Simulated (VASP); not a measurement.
Crystal: BaZrO3.

```
Ba Zr O
1.0
     4.24650    0.00000    0.00000
     0.00000    4.24650    0.00000
     0.00000    0.00000    4.24650
Ba Zr O
1 1 3
Direct
  0.00000 0.00000 0.00000
  0.50000 0.50000 0.50000
  0.50000 0.50000 0.00000
  0.50000 0.00000 0.50000
  0.00000 0.50000 0.50000
```

Base run:

* Program: VASP 6.6.1
* Functional: PBE
* Potentials or basis: VASP PAW PBE potentials, release 64 (Ba_sv, Zr_sv, O)
* Cutoff: 520 eV
* k mesh: 6 × 6 × 6
* Occupations: fermi-dirac, width 0.05 eV
* Spin: no spin polarisation

Its results: band gap on the k mesh 3.10 eV, indirect (least direct gap 3.37 eV); pressure -1.1 GPa.

**Question.** The run is repeated on the same cell with these changes: functional from PBE to LDA; potentials or basis from VASP PAW PBE potentials, release 64 (Ba_sv, Zr_sv, O) to VASP PAW LDA potentials, release 64 (Ba_sv, Zr_sv, O). What comes out?

**Answer.** Band gap on the k mesh 2.99 eV, indirect (least direct gap 3.25 eV); pressure -9.5 GPa.

Caveats: spin-orbit coupling is left out, which moves the levels of the heavy elements.

A k mesh can miss the band edges.
